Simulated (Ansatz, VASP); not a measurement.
# HfSi2B2 in VASP and in Ansatz

```
Hf Si B
1.0
     3.47212    0.00000    0.00000
    -1.73606    3.00694    0.00000
     0.00000    0.00000    6.77856
Hf Si B
1 2 2
Direct
  0.00000 0.00000 0.00000
  0.00000 0.00000 0.63645
  0.00000 0.00000 0.36355
  0.33333 0.66667 0.00000
  0.66667 0.33333 0.00000
```

Alike in both runs: task single point; functional PBE; k mesh 6 × 6 × 4; occupations gaussian, width 0.1 eV; no spin polarisation.

|  | VASP | Ansatz |
| --- | --- | --- |
| version | VASP 6.6.1 | Ansatz 0.2.0 |
| potentials or method | VASP PAW PBE potentials, release 64 (Hf_pv, Si, B), cutoff 520 eV | scalar-relativistic, plane waves, PAW |
| valence electrons in the cell | 24 | 40 |

```tsv
	VASP	Ansatz	Ansatz less VASP
gap on the k mesh at the Fermi level (eV)	none	none	-
rms of the force components (eV/Å)	2.863	2.946	+0.0831
```

Atom by atom the forces differ by 0.083 eV/Å (rms over components). A gap of «none» marks a metal or a gap that the smearing closes. VASP's potentials hold 24 valence electrons a cell and Ansatz's 40, so a difference there can come from the potentials and not from the codes.

Spin-orbit coupling is off throughout.
